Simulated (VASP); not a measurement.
CuO:

```
Cu O
1.0
    -2.34185    1.71130    0.00000
     0.85003    0.00000   -5.05787
    -2.34185   -5.13390    0.00000
Cu O
4 4
Direct
  0.24800 0.00060 0.24330
  0.74800 0.00060 0.74330
  0.99800 0.50060 0.49330
  0.49800 0.50060 0.99330
  0.70720 0.75060 0.28410
  0.20720 0.75060 0.78410
  0.78880 0.25060 0.20250
  0.30482 0.24579 0.75612
```

Base run:

- Program: VASP 6.6.1
- Functional: LDA
- Potentials or basis: VASP PAW LDA potentials, release 64 (Cu, O)
- Cutoff: 520 eV
- k mesh: 9 × 5 × 5
- Occupations: fermi-dirac, width 0.05 eV
- Spin: no spin polarisation
- Hubbard terms: Cu d U = 5.3 eV

Its results: band gap on the k mesh zero (band 34 reaches 5.13 eV, above the bottom of band 35 at 4.48 eV); pressure -10.0 GPa; largest force 2.198 eV/Å.

Question: The run is repeated on the same cell with these changes: functional from LDA to PBEsol; potentials or basis from VASP PAW LDA potentials, release 64 (Cu, O) to VASP PAW PBE potentials, release 64 (Cu, O). What comes out?

Answer: Band gap on the k mesh zero (band 34 reaches 5.31 eV, above the bottom of band 35 at 4.67 eV); pressure -3.3 GPa; largest force 2.320 eV/Å.

Caveats: U without spin polarisation on a metal has little footing; forces of over 1 eV/Å act on the atoms, so gaps and moduli don't describe the material at rest (some runs); the PAW data sets were made with another functional, which shifts forces and pressure a little (some runs).
